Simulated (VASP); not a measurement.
Set up this calculation in VASP 6.6.1, as the native input.

- Task: single point
- Functional: PBEsol
- Potentials or basis: VASP PAW PBE potentials, release 64 (Ni, Al)
- Cutoff: 520 eV
- k mesh: 9 × 9 × 9
- Occupations: fermi-dirac, width 0.05 eV
- Spin: collinear spin, ferromagnetic start
- Starting moments: [1.0, 0.0] μB
- Dipole correction: no
- Further INCAR settings: ALGO = Normal; EDIFF = 1e-07; NBANDS = 18

The structure of AlNi lies in POSCAR:

```
AlNi
1.0
    2.9189122424      0.0000000000      0.0000000000
    0.0000000000      2.9189122424      0.0000000000
    0.0000000000      0.0000000000      2.9189122424
Ni Al
1 1
Direct
    0.5000000000      0.5000000000      0.5000000000
    0.0000000000      0.0000000000      0.0000000000
```

This cell differs from its parent crystal: volume scaled by 1.04.

One way to write it, as run:

INCAR

```
ALGO = Normal
EDIFF = 1E-7
ENCUT = 520
GGA = PS
ISIF = 2
ISMEAR = -1
ISPIN = 2
LASPH = True
LCHARG = True
LELF = True
LMAXMIX = 4
LORBIT = 11
LREAL = False
LVHAR = True
LWAVE = False
MAGMOM = 1 0
NBANDS = 18
NELM = 150
PREC = Accurate
SIGMA = 0.05
```

KPOINTS

```
k-points
0
Gamma
  9 9 9
```

Potentials or basis: VASP PAW PBE potentials, release 64 (Ni, Al).

The run is started by

```bash
$ cat potpaw_PBE.64/Ni/POTCAR potpaw_PBE.64/Al/POTCAR > POTCAR
$ mpirun -np 1 vasp_std > vasp.out
```

It gave:

```json
{"Pressure": "-8.9 GPa", "Net moment": "0.00 μB per cell", "Valence electrons inside the program's atomic spheres": "Ni 9.41; Al 0.77"}
```

Caveat: the PAW data sets were made with another functional, which shifts forces and pressure a little.

It took 40 s on 1 thread of Intel Xeon 6975P-C, with other jobs on the host, peak memory 0.16 GiB.
